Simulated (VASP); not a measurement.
Runs of VASP 6.6.1 on MgO. The structure is that of space group P6_3/mmc (No. 194), or close to it. The cells are those of the table. 

| cell | gap on the mesh (eV) | pressure (GPa) |
| --- | --- | --- |
| a = 3.434, b = 3.434, c = 4.178 Å, angles 90.0, 90.0, 120.0°, 4 atoms | 3.58 | 8.6 |
| a = 3.486, b = 3.486, c = 4.303 Å, angles 90.0, 90.0, 120.0°, 4 atoms | 3.25 | 0.1 |
| a = 3.434, b = 3.434, c = 4.115 Å, angles 90.0, 90.0, 120.0°, 4 atoms | 3.67 | 11.1 |
| a = 3.591, b = 3.591, c = 4.303 Å, angles 90.0, 90.0, 120.0°, 4 atoms | 3.00 | (c) |
| a = 3.539, b = 3.539, c = 4.303 Å, angles 90.0, 90.0, 120.0°, 4 atoms | 3.12 | -3.5 |
| a = 3.591, b = 3.591, c = 4.178 Å, angles 90.0, 90.0, 120.0°, 4 atoms | 3.19 | -3.1 |
| a = 3.382, b = 3.382, c = 4.053 Å, angles 90.0, 90.0, 120.0°, 4 atoms | 3.91 | (b) |
| a = 3.539, b = 3.539, c = 4.053 Å, angles 90.0, 90.0, 120.0°, 4 atoms | 3.50 | 5.0 |
| a = 3.486, b = 3.486, c = 4.053 Å, angles 90.0, 90.0, 120.0°, 4 atoms | 3.62 | 9.2 |
| a = 3.434, b = 3.434, c = 4.241 Å, angles 90.0, 90.0, 120.0°, 4 atoms | (a) | 6.3 |
| a = 3.539, b = 3.539, c = 4.115 Å, angles 90.0, 90.0, 120.0°, 4 atoms | 3.40 | 2.4 |
| a = 3.486, b = 3.486, c = 4.115 Å, angles 90.0, 90.0, 120.0°, 4 atoms | 3.53 | 6.4 |

Alike in all rows: task single point; level PBE; potentials or basis VASP PAW PBE potentials, release 64 (Mg, O); no spin polarisation; k mesh 6 × 6 × 6; cutoff (eV) 520; smearing gaussian 0.05 eV.

Q: Fill in the values left out.

A: (a) 3.48; (b) 19.7; (c) -6.6.

